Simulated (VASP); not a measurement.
# GaN (P6_3mc) in VASP: single point with PBE

Aim: the single point of GaN with PBE.

Everything below comes from runs of VASP 6.6.1. Logs are shortened: lines on timing, memory, paths and dates and some standing lists are left out, and cuts for length are marked.

### 1 The cell of the first run

It takes space group P6_3mc (No. 186, hexagonal). The conventional cell has a = 3.183 Å, b = 3.183 Å, c = 5.184 Å, α = 90.00°, β = 90.00°, γ = 120.00°. Within 2.6 Å of Ga (site symmetry 3m) lie 4 N at 1.95 Å. N (site symmetry 3m) has 4 Ga at 1.95 Å within 2.6 Å.

### 2 Single point, PBE, non-collinear spin, zero start, spin-orbit coupling

The input, INCAR:

```
PREC     = Accurate       # precision mode
ENCUT    = 520            # plane-wave cutoff, eV
EDIFF    = 1E-6           # SCF threshold, eV
ISMEAR   = 0              # smearing method
SIGMA    = 0.01           # smearing width, eV
LREAL    = F              # projectors in reciprocal space
LASPH    = T              # aspherical terms in the spheres
NELM     = 150            # most SCF steps
ALGO     = Normal         # electronic algorithm
ISIF     = 2              # what is computed and relaxed
LWAVE    = F              # write WAVECAR
LCHARG   = T              # write CHGCAR
MAGMOM   = 0 0 0 0 0 0 0 0 0 0 0 0 # initial moments
LORBIT   = 11             # projections on sites
LSORBIT  = T              # spin-orbit coupling
GGA_COMPAT= F            
LORBMOM  = T            
GGA      = PE             # functional
LVHAR    = T            
NBANDS   = 50             # bands
```

The input, KPOINTS:

```
Automatic mesh
0
Gamma
  12 12 6
```

The input, POSCAR:

```
GaN
1.0
    3.1831494095      0.0000000000      0.0000000000
   -1.5915747048      2.7566882526      0.0000000000
    0.0000000000      0.0000000000      5.1836254585
Ga N
2 2
Direct
    0.3333333333      0.6666666667     -0.0008868077
    0.6666666667      0.3333333333      0.4991131923
    0.3333333333      0.6666666667      0.3758868077
    0.6666666667      0.3333333333      0.8758868077
```

Potentials or basis: VASP PAW PBE potentials, release 64 (Ga_d, N).

The run is started by

```console
> cat potpaw_PBE.64/Ga_d/POTCAR potpaw_PBE.64/N/POTCAR > POTCAR
> mpirun -np 1 vasp_ncl > vasp.out
```

OUTCAR:

```text
PREC = Accurate
   ENCUT = 520
   EDIFF = 1E-6
   ISMEAR = 0
   LREAL = F
   LASPH = T
   NELM = 150
   ISIF = 2
   LORBIT = 11
   LSORBIT = T
   GGA = PE

 ion  position               nearest neighbor table
   1  0.333  0.667  0.999-   4 1.95   4 1.95   4 1.95   3 1.95
   2  0.667  0.333  0.499-   3 1.95   3 1.95   3 1.95   4 1.95
   3  0.333  0.667  0.376-   2 1.95   2 1.95   2 1.95   1 1.95
   4  0.667  0.333  0.876-   1 1.95   1 1.95   1 1.95   2 1.95

  LATTYP: Found a hexagonal cell.
 ALAT       =     3.1831494095
 C/A-ratio  =     1.6284581060

  Lattice vectors:

 A1 = (   3.1831494095,   0.0000000000,   0.0000000000)
 A2 = (  -1.5915747048,   2.7566882526,   0.0000000000)
 A3 = (   0.0000000000,   0.0000000000,   5.1836254585)

Analysis of symmetry for initial positions (statically):
=====================================================================
 Subroutine PRICEL returns:
 Original cell was already a primitive cell.

 Routine SETGRP: Setting up the symmetry group for a
 hexagonal supercell.

 Subroutine GETGRP returns: Found 12 space group operations
 (whereof  6 operations were pure point group operations)
 out of a pool of 24 trial point group operations.

The static configuration has the point symmetry C_3v.
 The point group associated with its full space group is C_6v.

Analysis of symmetry for dynamics (positions and initial velocities):
=====================================================================
 Subroutine PRICEL returns:
 Original cell was already a primitive cell.

 Routine SETGRP: Setting up the symmetry group for a
 hexagonal supercell.

 Subroutine GETGRP returns: Found 12 space group operations
 (whereof  6 operations were pure point group operations)
 out of a pool of 24 trial point group operations.

The dynamic configuration has the point symmetry C_3v.
 The point group associated with its full space group is C_6v.

Analysis of structural, dynamic, and magnetic symmetry:
=====================================================================
 Subroutine PRICEL returns:
 Original cell was already a primitive cell.

 Routine SETGRP: Setting up the symmetry group for a
 hexagonal supercell.

 Subroutine GETGRP returns: Found 12 space group operations
 (whereof  6 operations were pure point group operations)
 out of a pool of 24 trial point group operations.

The overall configuration has the point symmetry C_3v.
 The point group associated with its full space group is C_6v.

 Subroutine INISYM returns: Found 12 space group operations
 (whereof  6 operations are pure point group operations),
 and found     1 'primitive' translations

----------------------------------------------------------------------------------------

                                     Primitive cell

  volume of cell :      45.4861

  direct lattice vectors                    reciprocal lattice vectors
     3.183149409  0.000000000  0.000000000     0.314154277  0.181377056  0.000000000
    -1.591574705  2.756688253  0.000000000     0.000000000  0.362754112  0.000000000
     0.000000000  0.000000000  5.183625458     0.000000000  0.000000000  0.192915173

  length of vectors
     3.183149409  3.183149409  5.183625458     0.362754112  0.362754112  0.192915173

  position of ions in fractional coordinates (direct lattice)
     0.333333333  0.666666667  0.999113192
     0.666666667  0.333333333  0.499113192
     0.333333333  0.666666667  0.375886808
     0.666666667  0.333333333  0.875886808

  ion indices of the primitive-cell ions
   primitive index   ion index
                 1           1
                 2           2
                 3           3
                 4           4

----------------------------------------------------------------------------------------

 KPOINTS: Automatic mesh

Automatic generation of k-mesh.
 Grid dimensions read from file:
 generate k-points for:   12   12    6

 Generating k-lattice:

  Cartesian coordinates                     Fractional coordinates (reciprocal lattice)
     0.026179523  0.015114755  0.000000000     0.083333333  0.000000000  0.000000000
     0.000000000  0.030229509  0.000000000     0.000000000  0.083333333  0.000000000
     0.000000000  0.000000000  0.032152529     0.000000000  0.000000000  0.166666667

  Length of vectors
     0.030229509  0.030229509  0.032152529

  Shift w.r.t. Gamma in fractional coordinates (k-lattice)
     0.000000000  0.000000000  0.000000000

 Subroutine IBZKPT returns following result:
 ===========================================

[... 72 lines left out ...]
   GGA     = PE    functional components
   LHFCALC =     F    Hartree Fock is set to
   AEXX    =    0.0000 exact exchange contribution
   IVDW    =     0    specifies the selected vdW correction
   LEPSILON=     F    determine dielectric tensor
   LRPA    =     F    only Hartree local field effects (RPA)
 Gauss-broadening in eV      SIGMA  =   0.01
  energy-cutoff  :      520.00
  volume of cell :       45.49
 maximum number of plane-waves:      2496
   NGX = 11   NGY = 11   NGZ = 19

 number of electron      36.0000000 magnetization       0.0000000      0.0000000      0.0000000

 number of electron      35.9999993 magnetization      -0.0000000      0.0000000     -0.0000000

 number of electron      35.9999993 magnetization      -0.0000000      0.0000000      0.0000000

 number of electron      35.9999993 magnetization      -0.0000000     -0.0000000     -0.0000000

 Free energy of the ion-electron system (eV)
  ---------------------------------------------------
  ext. energy  EPLUGINS =         0.00000000
  ---------------------------------------------------
  free energy    TOTEN  =       -24.30805361 eV

  energy without entropy =      -24.30805361  energy(sigma->0) =      -24.30805361

 E-fermi :   5.4839     XC(G=0): -11.6932

 val. band max:        5.3685891123   @ k =   0.0000   0.0000   0.0000
 cond. band min:       7.3080096916   @ k =   0.0000   0.0000   0.0000
 fundamental gap:      1.9394205793
 Fermi energy:         5.4839390667

 k-point     1 :       0.0000    0.0000    0.0000
  band No.  band energies     occupation
      1     -10.6508      1.00000
      2     -10.6508      1.00000
      3      -9.7250      1.00000
      4      -9.7250      1.00000
      5      -8.2648      1.00000
      6      -8.2648      1.00000
[... 1213 lines left out ...]
     47      15.9329      0.00000
     48      15.9347      0.00000

 [... further k-points ...]

 [bands above 48 left out]

------------------------ aborting loop because EDIFF is reached ----------------------------------------

  FORCE on cell =-STRESS in cart. coord.  units (eV):
  Direction    XX          YY          ZZ          XY          YZ          ZX
  --------------------------------------------------------------------------------------
  -------------------------------------------------------------------------------------
  Total        1.7654714      1.7654714      1.8019667     -0.0000000      0.0000000      0.0000000
  in kB       62.1860515     62.1860515     63.4715424     -0.0000000      0.0000000      0.0000000
  external PRESSURE =      62.6145485 kB  Pullay stress =       0.0000000 kB

 VOLUME and BASIS-vectors are now :
 -----------------------------------------------------------------------------
  energy-cutoff  :      520.00
  volume of cell :       45.49
      direct lattice vectors                 reciprocal lattice vectors
     3.183149409  0.000000000  0.000000000     0.314154277  0.181377056  0.000000000
    -1.591574705  2.756688253  0.000000000     0.000000000  0.362754112  0.000000000
     0.000000000  0.000000000  5.183625458     0.000000000  0.000000000  0.192915173

 POSITION                                       TOTAL-FORCE (eV/Angst)
 -----------------------------------------------------------------------------------
     -0.00000      1.83779      5.17903        -0.000000      0.000000      0.004527
      1.59157      0.91890      2.58722         0.000000     -0.000000      0.004527
     -0.00000      1.83779      1.94846         0.000000     -0.000000     -0.004527
      1.59157      0.91890      4.54027        -0.000000      0.000000     -0.004527
 -----------------------------------------------------------------------------------
    total drift:                               -0.000000      0.000000     -0.001125

  FREE ENERGIE OF THE ION-ELECTRON SYSTEM (eV)
  ---------------------------------------------------
  free  energy   TOTEN  =       -24.3080536107 eV

  energy  without entropy=      -24.3080536107  energy(sigma->0) =      -24.30805361

 orbital moment (x)

 # of ion     p       d       tot
 ----------------------------------------
  1        -0.000   0.000  -0.000
  2         0.000   0.000   0.000
  3        -0.000   0.000  -0.000
  4         0.000   0.000   0.000
 ----------------------------------------
            0.000   0.000   0.000

 orbital moment (y)

 # of ion     p       d       tot
 ----------------------------------------
  1         0.000  -0.000   0.000
  2        -0.000   0.000  -0.000
  3         0.000   0.000   0.000
  4         0.000   0.000   0.000
 ----------------------------------------
            0.000  -0.000   0.000

 orbital moment (z)

 # of ion     p       d       tot
 ----------------------------------------
  1         0.000  -0.000  -0.000
  2         0.000   0.000   0.000
  3        -0.000   0.000  -0.000
  4        -0.000   0.000  -0.000
 ----------------------------------------
            0.000  -0.000  -0.000

 Spin-Orbit-Coupling matrix elements

 Ion:    1  E_soc:     -0.0107736
 l=   1
     0.0000000    -0.0009731    -0.0009799
    -0.0009731     0.0000000    -0.0009731
    -0.0009799    -0.0009731     0.0000000
 l=   2
     0.0000000    -0.0001625     0.0000000    -0.0001625    -0.0006615
    -0.0001625     0.0000000    -0.0004948    -0.0001597    -0.0001625
     0.0000000    -0.0004948     0.0000000    -0.0004948     0.0000000
    -0.0001625    -0.0001597    -0.0004948     0.0000000    -0.0001625
    -0.0006615    -0.0001625     0.0000000    -0.0001625     0.0000000
 l=   3
     0.0000000     0.0000000     0.0000000     0.0000000     0.0000000     0.0000000     0.0000000
     0.0000000     0.0000000     0.0000000     0.0000000     0.0000000     0.0000000     0.0000000
     0.0000000     0.0000000     0.0000000     0.0000000     0.0000000     0.0000000     0.0000000
     0.0000000     0.0000000     0.0000000     0.0000000     0.0000000     0.0000000     0.0000000
[... 49 lines left out ...]
 l=   2
     0.0000000     0.0000000     0.0000000     0.0000000     0.0000000
     0.0000000     0.0000000     0.0000000     0.0000000     0.0000000
     0.0000000     0.0000000     0.0000000     0.0000000     0.0000000
     0.0000000     0.0000000     0.0000000     0.0000000     0.0000000
     0.0000000     0.0000000     0.0000000     0.0000000     0.0000000
 l=   3
     0.0000000     0.0000000     0.0000000     0.0000000     0.0000000     0.0000000     0.0000000
     0.0000000     0.0000000     0.0000000     0.0000000     0.0000000     0.0000000     0.0000000
     0.0000000     0.0000000     0.0000000     0.0000000     0.0000000     0.0000000     0.0000000
     0.0000000     0.0000000     0.0000000     0.0000000     0.0000000     0.0000000     0.0000000
     0.0000000     0.0000000     0.0000000     0.0000000     0.0000000     0.0000000     0.0000000
     0.0000000     0.0000000     0.0000000     0.0000000     0.0000000     0.0000000     0.0000000
     0.0000000     0.0000000     0.0000000     0.0000000     0.0000000     0.0000000     0.0000000

 total charge

# of ion       s       p       d       tot
------------------------------------------
    1        0.788   0.902  10.183  11.873
    2        0.788   0.902  10.183  11.873
    3        1.224   2.527   0.000   3.751
    4        1.224   2.527   0.000   3.751
--------------------------------------------------
tot          4.024   6.858  20.365  31.247

 magnetization (x)

# of ion       s       p       d       tot
------------------------------------------
    1        0.000   0.000   0.000   0.000
    2       -0.000   0.000  -0.000   0.000
    3       -0.000  -0.000   0.000  -0.000
    4        0.000   0.000   0.000   0.000
--------------------------------------------------
tot          0.000   0.000  -0.000   0.000

 magnetization (y)

# of ion       s       p       d       tot
------------------------------------------
    1       -0.000   0.000   0.000   0.000
    2        0.000   0.000   0.000   0.000
    3        0.000   0.000   0.000   0.000
    4        0.000  -0.000   0.000  -0.000
--------------------------------------------------
tot         -0.000  -0.000   0.000  -0.000

 magnetization (z)

# of ion       s       p       d       tot
------------------------------------------
    1        0.000  -0.000   0.000  -0.000
    2        0.000   0.000   0.000   0.000
    3       -0.000   0.000   0.000  -0.000
    4       -0.000   0.000   0.000   0.000
--------------------------------------------------
tot         -0.000   0.000   0.000   0.000
```

Wall time 3.2 min (1 thread of Intel Xeon 6975P-C (Granite Rapids), shared host); peak memory 0.48 GiB.

What came out:

```
Free energy                                           : -24.3081 eV
Pressure                                              : 6.3 GPa
Largest force                                         : 0.005 eV/Å
Net moment                                            : 0.00 μB per cell
Valence electrons inside the program's atomic spheres : Ga 11.87; N 3.75
```

Forces in eV/Å, atoms in the order of the input:
```
Ga   0.000  0.000  0.005
Ga   0.000  0.000  0.005
N    0.000  0.000 -0.005
N    0.000  0.000 -0.005
```

Stress tensor (GPa, compression positive):
```
6.22 0.00 0.00
0.00 6.22 0.00
0.00 0.00 6.35
```

Moments on the atoms (μB; x, y, z):
```
Ga  0.00 0.00 0.00
Ga  0.00 0.00 0.00
N   0.00 0.00 0.00
N   0.00 0.00 0.00
```
